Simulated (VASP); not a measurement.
Write the native input for VASP 6.6.1 that does the following.

- Task: single point
- Functional: PBE
- Potentials or basis: VASP PAW PBE potentials, release 64 (Cu, O)
- Cutoff: 600 eV
- k mesh: 14 × 14 × 8
- Occupations: gaussian, width 0.1 eV
- Spin: no spin polarisation
- Dipole correction: no
- Further INCAR settings: ALGO = Normal; EDIFF = 1e-06; NBANDS = 25

The structure of CuO lies in POSCAR:

```
CuO
1.0
    2.1342436574     -2.1407442820      0.1673192219
    2.1342431976      2.1407447357      0.1673192824
   -0.4049273537     -0.0000001165      5.1650574090
Cu O
2 2
Direct
    0.0000000000      0.5000000000      0.0000000000
    0.5000000000      0.0000000000      0.5000000000
    0.5000000000      0.5000000000      0.2500000000
    0.5000000000      0.5000000000      0.7500000000
```

The input as run:

INCAR

```
ALGO = Normal
EDIFF = 1E-6
ENCUT = 600
GGA = PE
GGA_COMPAT = False
ISIF = 2
ISMEAR = 0
LASPH = True
LCHARG = True
LELF = True
LREAL = False
LVHAR = True
LWAVE = False
NBANDS = 25
NELM = 120
PREC = Accurate
SIGMA = 0.1
```

KPOINTS

```
k-points
0
Gamma
  14 14 8
```

Potentials or basis: VASP PAW PBE potentials, release 64 (Cu, O).

Command:

```console
$ cat potpaw_PBE.64/Cu/POTCAR potpaw_PBE.64/O/POTCAR > POTCAR
$ mpirun -np 1 vasp_std > vasp.out
```

Results of the run:

```json
{
 "Pressure": "-6.6 GPa",
 "Band gap on the k mesh": "zero (bands 17 and 18 overlap by 1.20 eV)"
}
```

Caveat: the cell stands under tension; semilocal functionals often make such compounds metallic where correlation or magnetic order opens a gap, which also shifts bond lengths.

Wall time 6.3 min on 1 thread of Oxide Virtual Turin-like Processor, with other jobs on the host, peak memory 0.4 GiB.
